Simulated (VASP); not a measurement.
# BaTe (P4/mmm) in VASP: notebook, part 2 of 3

VASP 6.6.1. Earlier steps stand in the parts before.

## (4) Single point, PBEsol (strain +0.0150 x Voigt [0, 1, 0, 0, 0, 0])

INCAR reads:

```
SYSTEM = BaTe
ALGO = Normal ; EDIFF = 1E-6
ENCUT = 520 ; GGA = PS
ISIF = 2 ; ISMEAR = 0
LASPH = .True. ; LCHARG = .False.
LREAL = .False. ; LWAVE = .False.
NBANDS = 15 ; NELM = 60
PREC = Accurate ; SIGMA = 0.05
```

KPOINTS reads:

```
k-points
0
Gamma
  6 6 6
  0 0 0
```

POSCAR reads:

```
BaTe
1.0
    4.2624660000      0.0000000000      0.0000000000
    0.0000000000      4.3264029900      0.0000000000
    0.0000000000      0.0000000000      4.2624660000
Ba Te
1 1
Direct
    0.0000000000      0.0000000000      0.0000000000
    0.5000000000      0.5000000000      0.5000000000
```

Potentials or basis: VASP PAW PBE potentials, release 64 (Ba_sv, Te).

Launch:

```
cat potpaw_PBE.64/Ba_sv/POTCAR potpaw_PBE.64/Te/POTCAR > POTCAR
mpirun -np 1 vasp_std > vasp.out
```

OUTCAR:

```text
SYSTEM = BaTe
   EDIFF = 1E-6
   ENCUT = 520
   GGA = PS
   ISIF = 2
   ISMEAR = 0
   LASPH = .True.
   LREAL = .False.
   NELM = 60
   PREC = Accurate

 ion  position               nearest neighbor table
   1  0.000  0.000  0.000-   2 3.71   2 3.71   2 3.71   2 3.71   2 3.71   2 3.71   2 3.71   2 3.71

   2  0.500  0.500  0.500-   1 3.71   1 3.71   1 3.71   1 3.71   1 3.71   1 3.71   1 3.71   1 3.71

  LATTYP: Found a simple tetragonal cell.
 ALAT       =     4.2624660000
 C/A-ratio  =     1.0150000000

  Lattice vectors:

 A1 = (  -4.2624660000,   0.0000000000,   0.0000000000)
 A2 = (   0.0000000000,   0.0000000000,   4.2624660000)
 A3 = (   0.0000000000,   4.3264029900,   0.0000000000)

Analysis of symmetry for initial positions (statically):
=====================================================================
 Subroutine PRICEL returns:
 Original cell was already a primitive cell.

 Routine SETGRP: Setting up the symmetry group for a
 simple tetragonal supercell.

 Subroutine GETGRP returns: Found 16 space group operations
 (whereof 16 operations were pure point group operations)
 out of a pool of 16 trial point group operations.

The static configuration has the point symmetry D_4h.

Analysis of symmetry for dynamics (positions and initial velocities):
=====================================================================
 Subroutine PRICEL returns:
 Original cell was already a primitive cell.

 Routine SETGRP: Setting up the symmetry group for a
 simple tetragonal supercell.

 Subroutine GETGRP returns: Found 16 space group operations
 (whereof 16 operations were pure point group operations)
 out of a pool of 16 trial point group operations.

The dynamic configuration has the point symmetry D_4h.

 Subroutine INISYM returns: Found 16 space group operations
 (whereof 16 operations are pure point group operations),
 and found     1 'primitive' translations

----------------------------------------------------------------------------------------

                                     Primitive cell

  volume of cell :      78.6048

  direct lattice vectors                    reciprocal lattice vectors
     4.262466000  0.000000000  0.000000000     0.234605977  0.000000000  0.000000000
     0.000000000  4.326402990  0.000000000     0.000000000  0.231138894  0.000000000
     0.000000000  0.000000000  4.262466000     0.000000000  0.000000000  0.234605977

  length of vectors
     4.262466000  4.326402990  4.262466000     0.234605977  0.231138894  0.234605977

  position of ions in fractional coordinates (direct lattice)
     0.000000000  0.000000000  0.000000000
     0.500000000  0.500000000  0.500000000

  ion indices of the primitive-cell ions
   primitive index   ion index
                 1           1
                 2           2

----------------------------------------------------------------------------------------

 KPOINTS: k-points

Automatic generation of k-mesh.
 Grid dimensions read from file:
 generate k-points for:    6    6    6

 Generating k-lattice:

  Cartesian coordinates                     Fractional coordinates (reciprocal lattice)
     0.039100996  0.000000000  0.000000000     0.166666667  0.000000000  0.000000000
     0.000000000  0.038523149  0.000000000     0.000000000  0.166666667  0.000000000
     0.000000000  0.000000000  0.039100996     0.000000000  0.000000000  0.166666667

[... 41 lines left out ...]
   dimension x,y,z NGX =    32 NGY =   32 NGZ =   32
   dimension x,y,z NGXF=    64 NGYF=   64 NGZF=   64
   ions per type =               1   1
   NGX,Y,Z   is equivalent  to a cutoff of  12.48, 12.30, 12.48 a.u.
   NGXF,Y,Z  is equivalent  to a cutoff of  24.96, 24.59, 24.96 a.u.
 SYSTEM =  BaTe
   PREC   = accura    normal or accurate (medium, high low for compatibility)
   ISTART =      0    job   : 0-new  1-cont  2-samecut
   ICHARG =      2    charge: 1-file 2-atom 10-const
   ISPIN  =      1    spin polarized calculation?
   LNONCOLLINEAR =      F non collinear calculations
   LSORBIT =      F    spin-orbit coupling
   LASPH  =      T    aspherical Exc in radial PAW
   ENCUT  =  520.0 eV  38.22 Ry    6.18 a.u.   7.93  8.04  7.93*2*pi/ulx,y,z
   NELM   =     60;   NELMIN=  2; NELMDL= -5     # of ELM steps
   EDIFF  = 0.1E-05   stopping-criterion for ELM
   LREAL  =      F    real-space projection
   EDIFFG = 0.1E-04   stopping-criterion for IOM
   NSW    =      0    number of steps for IOM
   IBRION =     -1    ionic relax: 0-MD 1-quasi-New 2-CG
   NFREE  =      0    steps in history (QN), initial steepest desc. (CG)
   ISIF   =      2    stress and relaxation
   ISYM   =      2    0-nonsym 1-usesym 2-fastsym
   POTIM  = 0.5000    time-step for ionic-motion
   TEBEG  =    0.0;   TEEND  =   0.0 temperature during run
   PSTRESS=    0.0 pullay stress
   NELECT =      16.0000    total number of electrons
   NUPDOWN=      -1.0000    fix difference up-down
   EMIN   =  10.00;   EMAX   =-10.00  energy-range for DOS
   EFERMI =   0.00;   METHOD = LEGACY
   ISMEAR =     0;   SIGMA  =   0.05  broadening in eV -4-tet -1-fermi 0-gaus
   EFERMI_NEDOS =   21; number of points for ismear=-14 and -15
   IALGO  =     38    algorithm
   IMIX   =      4    mixing-type and parameters
     AMIX     =   0.40;   BMIX     =  1.00
     AMIX_MAG =   1.60;   BMIX_MAG =  1.00
  volume/ion in A,a.u.               =      39.30       265.23
  Fermi-wavevector in a.u.,A,eV,Ry     =   0.963012  1.819830 12.617946  0.927393
  Thomas-Fermi vector in A             =   2.092521
   LORBIT       =      0    0 simple, 1 ext, 2 COOP (PROOUT), +10 PAW based schemes
   GGA     = PS    functional components
   LHFCALC =     F    Hartree Fock is set to
   AEXX    =    0.0000 exact exchange contribution
   IVDW    =     0    specifies the selected vdW correction
   LEPSILON=     F    determine dielectric tensor
   LRPA    =     F    only Hartree local field effects (RPA)
 non-spin polarized calculation
 Gauss-broadening in eV      SIGMA  =   0.05
  energy-cutoff  :      520.00
  volume of cell :       78.60
 maximum number of plane-waves:      2176
 NGX is ok and might be reduce to    32
   NGX = 15   NGY = 17   NGZ = 15

 number of electron      16.0000000 magnetization

 Free energy of the ion-electron system (eV)
  ---------------------------------------------------
  ext. energy  EPLUGINS =         0.00000000
  ---------------------------------------------------
  free energy    TOTEN  =        -8.89200669 eV

  energy without entropy =       -8.89200669  energy(sigma->0) =       -8.89200669

 E-fermi :   3.8259     XC(G=0):  -8.8732

 val. band max:        3.6128279077   @ k =   0.5000   0.5000   0.0000
 cond. band min:       4.3050166715   @ k =   0.0000   0.0000   0.0000
 fundamental gap:      0.6921887638
 Fermi energy:         3.8258799267

 k-point     1 :       0.0000    0.0000    0.0000
  band No.  band energies     occupation
      1     -24.5333      2.00000
      2      -9.5575      2.00000
      3      -9.5469      2.00000
      4      -9.5469      2.00000
      5      -6.7823      2.00000
      6       3.1113      2.00000
      7       3.2374      2.00000
      8       3.2374      2.00000
      9       4.3050      0.00000
     10       4.3208      0.00000
     11       5.7085      0.00000
     12       8.0404      0.00000
     13       8.0404      0.00000
     14       8.1368      0.00000
[... 401 lines left out ...]
      2      -9.8457      2.00000
      3      -9.7836      2.00000
      4      -9.5842      2.00000
      5      -6.1641      2.00000
      6       1.2717      2.00000
      7       1.5711      2.00000
      8       2.4723      2.00000
      9       5.6190      0.00000
     10       6.6734      0.00000
     11       6.7313      0.00000
     12       7.9205      0.00000
     13       8.3415      0.00000
     14       9.5796      0.00000
     15      11.3982      0.00000

 [... further k-points ...]

------------------------ aborting loop because EDIFF is reached ----------------------------------------

  FORCE on cell =-STRESS in cart. coord.  units (eV):
  Direction    XX          YY          ZZ          XY          YZ          ZX
  --------------------------------------------------------------------------------------
  -------------------------------------------------------------------------------------
  Total       -0.8792741     -1.3873129     -0.8792741      0.0000000     -0.0000000      0.0000000
  in kB      -17.9219820    -28.2771852    -17.9219820      0.0000000     -0.0000000      0.0000000
  external PRESSURE =     -21.3737164 kB  Pullay stress =       0.0000000 kB

 VOLUME and BASIS-vectors are now :
 -----------------------------------------------------------------------------
  energy-cutoff  :      520.00
  volume of cell :       78.60
      direct lattice vectors                 reciprocal lattice vectors
     4.262466000  0.000000000  0.000000000     0.234605977  0.000000000  0.000000000
     0.000000000  4.326402990  0.000000000     0.000000000  0.231138894  0.000000000
     0.000000000  0.000000000  4.262466000     0.000000000  0.000000000  0.234605977

 POSITION                                       TOTAL-FORCE (eV/Angst)
 -----------------------------------------------------------------------------------
      0.00000      0.00000      0.00000         0.000000      0.000000      0.000000
      2.13123      2.16320      2.13123         0.000000      0.000000      0.000000
 -----------------------------------------------------------------------------------
    total drift:                                0.000000      0.000000     -0.000000

  FREE ENERGIE OF THE ION-ELECTRON SYSTEM (eV)
  ---------------------------------------------------
  free  energy   TOTEN  =        -8.8920066947 eV

  energy  without entropy=       -8.8920066947  energy(sigma->0) =       -8.89200669
```

Run time: 36 s. Hardware: 1 thread of Intel Xeon 8259CL, shared host; peak memory 0.21 GiB.

What came out:

* Free energy: -8.8920 eV
* Pressure: -2.1 GPa
* Band gap on the k mesh: 0.69 eV (least direct gap 0.84 eV)

Levels at points of the mesh, in eV from the valence-band top:
| k point | band 4 | band 5 | band 6 | band 7 | band 8 | band 9 | band 10 | band 11 | band 12 | band 13 |
| --- | --- | --- | --- | --- | --- | --- | --- | --- | --- | --- |
| (0.00, 0.00, 0.00) | -13.16 | -10.40 | -0.50 | -0.38 | -0.38 | 0.69 | 0.71 | 2.10 | 4.43 | 4.43 |
| (0.50, 0.00, 0.00) | -13.11 | -9.67 | -3.41 | -0.99 | -0.83 | 1.50 | 4.66 | 4.81 | 4.83 | 4.84 |
| (0.00, 0.50, 0.00) | -13.12 | -9.69 | -3.42 | -0.86 | -0.86 | 1.45 | 4.69 | 4.72 | 4.78 | 4.88 |
| (0.50, 0.50, 0.00) | -13.08 | -9.86 | -2.10 | -2.05 | 0.00 | 0.84 | 2.45 | 2.85 | 2.92 | 6.04 |
| (0.50, 0.00, 0.50) | -13.08 | -9.83 | -2.07 | -2.07 | -0.11 | 0.91 | 2.30 | 2.76 | 2.76 | 6.15 |
| (0.50, 0.50, 0.50) | -13.40 | -9.49 | -2.90 | -2.90 | -2.89 | 4.52 | 4.58 | 4.58 | 6.09 | 6.14 |

Caveat: the cell differs from its parent crystal (strain +0.0150 x Voigt [0, 1, 0, 0, 0, 0]); the PAW data sets were made with another functional, which shifts forces and pressure a little; spin-orbit coupling is left out, which moves the levels of the heavy elements. A k mesh can miss the band edges.

## (5) Single point, PBEsol (strain +0.0200 x Voigt [0, 1, 0, 0, 0, 0])

INCAR reads:

```
ALGO = Normal ; EDIFF = 1E-7
ENCUT = 520 ; GGA = PS
ISIF = 2 ; ISMEAR = 0
LASPH = T ; LCHARG = T
LELF = T ; LREAL = F
LVHAR = T ; LWAVE = F
NBANDS = 15 ; NELM = 100
PREC = Accurate ; SIGMA = 0.05
```

KPOINTS reads:

```
k-points
0
Gamma
  6 6 6
```

POSCAR, as its differences from that of step 4:

```diff
@@ -3,3 +3,3 @@
     4.2624660000      0.0000000000      0.0000000000
-    0.0000000000      4.3264029900      0.0000000000
+    0.0000000000      4.3477153200      0.0000000000
     0.0000000000      0.0000000000      4.2624660000
```

Potentials or basis: VASP PAW PBE potentials, release 64 (Ba_sv, Te).

Launch:

```
cat potpaw_PBE.64/Ba_sv/POTCAR potpaw_PBE.64/Te/POTCAR > POTCAR
mpirun -np 1 vasp_std > vasp.out
```

OUTCAR:

```text
EDIFF = 1E-7
   ENCUT = 520
   GGA = PS
   ISIF = 2
   ISMEAR = 0
   LASPH = T
   LREAL = F
   NELM = 100
   PREC = Accurate

 ion  position               nearest neighbor table
   1  0.000  0.000  0.000-   2 3.72   2 3.72   2 3.72   2 3.72   2 3.72   2 3.72   2 3.72   2 3.72

   2  0.500  0.500  0.500-   1 3.72   1 3.72   1 3.72   1 3.72   1 3.72   1 3.72   1 3.72   1 3.72

  LATTYP: Found a simple tetragonal cell.
 ALAT       =     4.2624660000
 C/A-ratio  =     1.0200000000

  Lattice vectors:

 A1 = (  -4.2624660000,   0.0000000000,   0.0000000000)
 A2 = (   0.0000000000,   0.0000000000,   4.2624660000)
 A3 = (   0.0000000000,   4.3477153200,   0.0000000000)

Analysis of symmetry for initial positions (statically):
=====================================================================
 Subroutine PRICEL returns:
 Original cell was already a primitive cell.

 Routine SETGRP: Setting up the symmetry group for a
 simple tetragonal supercell.

 Subroutine GETGRP returns: Found 16 space group operations
 (whereof 16 operations were pure point group operations)
[... 178 lines left out ...]
      5      -6.8018      2.00000
      6       3.0499      2.00000
      7       3.2165      2.00000
      8       3.2165      2.00000
      9       4.2750      0.00000
     10       4.2972      0.00000
     11       5.6505      0.00000
     12       7.9826      0.00000
     13       7.9826      0.00000
     14       8.1090      0.00000
[... 401 lines left out ...]
      2      -9.8884      2.00000
      3      -9.8227      2.00000
      4      -9.6315      2.00000
      5      -6.1927      2.00000
      6       1.2476      2.00000
      7       1.5452      2.00000
      8       2.4511      2.00000
      9       5.5761      0.00000
     10       6.6359      0.00000
     11       6.6991      0.00000
     12       7.8750      0.00000
     13       8.2908      0.00000
     14       9.5192      0.00000
     15      11.3283      0.00000

 [... further k-points ...]

------------------------ aborting loop because EDIFF is reached ----------------------------------------

  FORCE on cell =-STRESS in cart. coord.  units (eV):
  Direction    XX          YY          ZZ          XY          YZ          ZX
  --------------------------------------------------------------------------------------
  -------------------------------------------------------------------------------------
  Total       -0.8942018     -1.5694565     -0.8942018      0.0000000      0.0000000      0.0000000
  in kB      -18.1369043    -31.8329515    -18.1369043      0.0000000      0.0000000      0.0000000
  external PRESSURE =     -22.7022534 kB  Pullay stress =       0.0000000 kB

 VOLUME and BASIS-vectors are now :
 -----------------------------------------------------------------------------
  energy-cutoff  :      520.00
  volume of cell :       78.99
      direct lattice vectors                 reciprocal lattice vectors
     4.262466000  0.000000000  0.000000000     0.234605977  0.000000000  0.000000000
     0.000000000  4.347715320  0.000000000     0.000000000  0.230005860  0.000000000
     0.000000000  0.000000000  4.262466000     0.000000000  0.000000000  0.234605977

 POSITION                                       TOTAL-FORCE (eV/Angst)
 -----------------------------------------------------------------------------------
      0.00000      0.00000      0.00000         0.000000      0.000000      0.000000
      2.13123      2.17386      2.13123         0.000000      0.000000      0.000000
 -----------------------------------------------------------------------------------
    total drift:                               -0.000000      0.000000     -0.000000

  FREE ENERGIE OF THE ION-ELECTRON SYSTEM (eV)
  ---------------------------------------------------
  free  energy   TOTEN  =        -8.8847547497 eV

  energy  without entropy=       -8.8847547497  energy(sigma->0) =       -8.88475475
```

OSZICAR:

```text
N       E                     dE             d eps       ncg     rms          rms(c)
DAV:   1     0.809581556979E+02    0.80958E+02   -0.63177E+03  1200   0.895E+02
DAV:   2    -0.423422351375E+01   -0.85192E+02   -0.79351E+02  1621   0.158E+02
DAV:   3    -0.890634510949E+01   -0.46721E+01   -0.46410E+01  1649   0.391E+01
DAV:   4    -0.900542585640E+01   -0.99081E-01   -0.99067E-01  1507   0.573E+00
DAV:   5    -0.900784330878E+01   -0.24175E-02   -0.24174E-02  1732   0.764E-01    0.340E+00
DAV:   6    -0.889470468991E+01    0.11314E+00   -0.89142E-02  1438   0.181E+00    0.214E+00
DAV:   7    -0.888302725345E+01    0.11677E-01   -0.78544E-02  1488   0.164E+00    0.703E-01
DAV:   8    -0.888480462225E+01   -0.17774E-02   -0.16579E-02  1319   0.681E-01    0.192E-01
DAV:   9    -0.888471615826E+01    0.88464E-04   -0.97663E-04  1494   0.183E-01    0.949E-02
DAV:  10    -0.888475556014E+01   -0.39402E-04   -0.29476E-04  1389   0.111E-01    0.273E-02
DAV:  11    -0.888475623426E+01   -0.67413E-06   -0.36199E-05  1473   0.304E-02    0.253E-02
DAV:  12    -0.888475662941E+01   -0.39515E-06   -0.21360E-06  1516   0.685E-03    0.315E-02
DAV:  13    -0.888475539482E+01    0.12346E-05   -0.26567E-06  1543   0.904E-03    0.160E-02
DAV:  14    -0.888475479918E+01    0.59564E-06   -0.48271E-07  1438   0.388E-03    0.571E-03
DAV:  15    -0.888475474971E+01    0.49467E-07   -0.22864E-08   768   0.955E-04
   1 F= -.88847547E+01 E0= -.88847547E+01  d E =-.406784E-18
```

Wall time 44 s (1 thread of Intel Xeon 8259CL, shared host); peak memory 0.21 GiB.

What came out:

| Quantity | Value |
| --- | --- |
| Free energy | -8.8848 eV |
| Pressure | -2.3 GPa |
| Band gap on the k mesh | 0.68 eV (least direct gap 0.83 eV) |

Levels at points of the mesh, in eV from the valence-band top:
| k point | band 6 | band 7 | band 8 | band 9 | band 10 | band 11 |
| --- | --- | --- | --- | --- | --- | --- |
| (0.00, 0.00, 0.00) | -0.54 | -0.37 | -0.37 | 0.68 | 0.71 | 2.06 |
| (0.50, 0.00, 0.00) | -3.40 | -1.02 | -0.82 | 1.50 | 4.61 | 4.80 |
| (0.00, 0.50, 0.00) | -3.41 | -0.85 | -0.85 | 1.43 | 4.62 | 4.68 |
| (0.50, 0.50, 0.00) | -2.11 | -2.05 | 0.00 | 0.83 | 2.44 | 2.84 |
| (0.50, 0.00, 0.50) | -2.08 | -2.08 | -0.14 | 0.91 | 2.24 | 2.72 |
| (0.50, 0.50, 0.50) | -2.89 | -2.89 | -2.88 | 4.48 | 4.55 | 4.55 |

Caveat: the cell differs from its parent crystal (strain +0.0200 x Voigt [0, 1, 0, 0, 0, 0]); the PAW data sets were made with another functional, which shifts forces and pressure a little; spin-orbit coupling is left out, which moves the levels of the heavy elements.

(Part 2 of 3 ends here.)
